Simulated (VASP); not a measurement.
Wanted: the native input for a VASP 6.6.1 run.

```
Task                   : single point
Functional             : b88 exchange, pbe correlation
Potentials or basis    : VASP PAW PBE potentials, release 64 (Cd, Se)
Cutoff                 : 500 eV
k mesh                 : 8 × 8 × 8
Occupations            : fermi-dirac, width 0.05 eV
Spin                   : no spin polarisation
Dipole correction      : no
Further INCAR settings : ALGO = Normal; EDIFF = 1e-06; NBANDS = 16
```

The structure of CdSe lies in POSCAR:

```
CdSe
1.0
    0.0000000000      3.0702711986      3.0702711986
    3.0702711986      0.0000000000      3.0702711986
    3.0702711986      3.0702711986      0.0000000000
Cd Se
1 1
Direct
    0.0000000000      0.0000000000      0.0000000000
    0.2500000000      0.2500000000      0.2500000000
```

These files were run (other wordings do the same):

INCAR

```
SYSTEM = CdSe
  PREC = Accurate
  ENCUT = 500
  EDIFF = 1E-6
  ISMEAR = -1
  SIGMA = 0.05
  LREAL = .FALSE.
  LASPH = .TRUE.
  NELM = 120
  ALGO = Normal
  ISIF = 2
  LWAVE = .FALSE.
  LCHARG = .FALSE.
  GGA = LIBXC
  LIBXC1 = GGA_X_B88
  LIBXC2 = GGA_C_PBE
  NBANDS = 16
  GGA_COMPAT = .FALSE.
```

KPOINTS

```
regular mesh
0
G
  8 8 8
  0 0 0
```

Potentials or basis: VASP PAW PBE potentials, release 64 (Cd, Se).

Command:

```bash
$ cat potpaw_PBE.64/Cd/POTCAR potpaw_PBE.64/Se/POTCAR > POTCAR
$ mpirun -np 1 vasp_std > vasp.out
```

Results of the run:

| Quantity | Value |
| --- | --- |
| Pressure | 1.5 GPa |
| Band gap on the k mesh | 0.55 eV |

Caveat: the PAW data sets were made with another functional, which shifts forces and pressure a little.

Wall time 21 s on 1 thread of AMD EPYC 7R43 64-Core Processor (Zen 3), with other jobs on the host, peak memory 0.15 GiB.
